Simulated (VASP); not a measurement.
Here is a VASP 6.6.1 calculation.

The input INCAR:

```
SYSTEM = TaN
PREC     = Accurate       ! precision mode
ENCUT    = 520            ! plane-wave cutoff, eV
EDIFF    = 1E-7           ! SCF threshold, eV
ISMEAR   = 1              ! smearing method
SIGMA    = 0.05           ! smearing width, eV
LREAL    = .False.        ! projectors in reciprocal space
LASPH    = .True.         ! aspherical terms in the spheres
NELM     = 150            ! most SCF steps
ALGO     = Normal         ! electronic algorithm
ISIF     = 2              ! what is computed and relaxed
LWAVE    = .False.        ! write WAVECAR
LCHARG   = .False.        ! write CHGCAR
LMAXMIX  = 4              ! l up to which the mixer works
LDAU     = .True.         ! DFT+U
LDAUTYPE = 2            
LDAUL    = 2 -1           ! shell
LDAUU    = 7 0            ! U, eV
LDAUJ    = 0 0          
LDAUPRINT= 1            
GGA      = PE             ! functional
NBANDS   = 15             ! bands
```

KPOINTS

```
Automatic mesh
0
Gamma
  9 9 8
  0 0 0
```

File POSCAR:

```
TaN
1.0
    2.9380000000      0.0000000000      0.0000000000
   -1.4690000000      2.5443826363      0.0000000000
    0.0000000000      0.0000000000      2.8830000000
Ta N
1 1
Direct
    0.0000000000      0.0000000000      0.5000000000
    0.6666666667      0.3333333333      0.0000000000
```

Potentials or basis: VASP PAW PBE potentials, release 64 (Ta_pv, N).

Command:

```sh
$ cat potpaw_PBE.64/Ta_pv/POTCAR potpaw_PBE.64/N/POTCAR > POTCAR
$ mpirun -np 1 vasp_std > vasp.out
```

**Question.** What does it give for the band gap on the k mesh?

**Answer.** Zero (band 8 reaches 9.52 eV, above the bottom of band 9 at 9.31 eV).

**Question.** What does it give for the pressure?

**Answer.** 29.0 GPa.

Eigenvalues of the final occupation matrices:
```tsv
site	spin	trace	eigenvalues
site 1 d	1	1.11	0.16 0.16 0.24 0.24 0.30
site 1 d	2	1.11	0.16 0.16 0.24 0.24 0.30
```

Caveat: spin-orbit coupling is left out, which moves the levels of the heavy elements; U without spin polarisation on a metal has little footing.
